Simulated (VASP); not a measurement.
A run of VASP 6.6.1 is set up as follows.

File INCAR:

```
PREC = Accurate ; ENCUT = 520
EDIFF = 1E-6 ; ISMEAR = -1
SIGMA = 0.05 ; LREAL = False
LASPH = True ; NELM = 100
ALGO = Normal ; ISIF = 2
LWAVE = False ; LCHARG = True
GGA = PE ; ALDAC = 0.0
AGGAC = 0.0 ; LELF = True
LVHAR = True ; NBANDS = 13
```

The input KPOINTS:

```
regular mesh
0
Gamma
  9 9 9
```

File POSCAR:

```
Pb
1.0
    0.0000000000      2.4244952108      2.4244952108
    2.4244952108      0.0000000000      2.4244952108
    2.4244952108      2.4244952108      0.0000000000
Pb
1
Direct
    0.0000000000      0.0000000000      0.0000000000
```

Potentials or basis: VASP PAW PBE potentials, release 64 (Pb_d).

Command:

```sh
$ cat potpaw_PBE.64/Pb_d/POTCAR > POTCAR
$ mpirun -np 1 vasp_std > vasp.out
```

(1) What does it give for the pressure?

(2) Predict the band gap on the k mesh.

Answers

(1) 16.3 GPa.

(2) zero (band 7 reaches 17.32 eV, above the bottom of band 8 at 7.93 eV).

Caveat: spin-orbit coupling is left out, which moves the levels of the heavy elements.
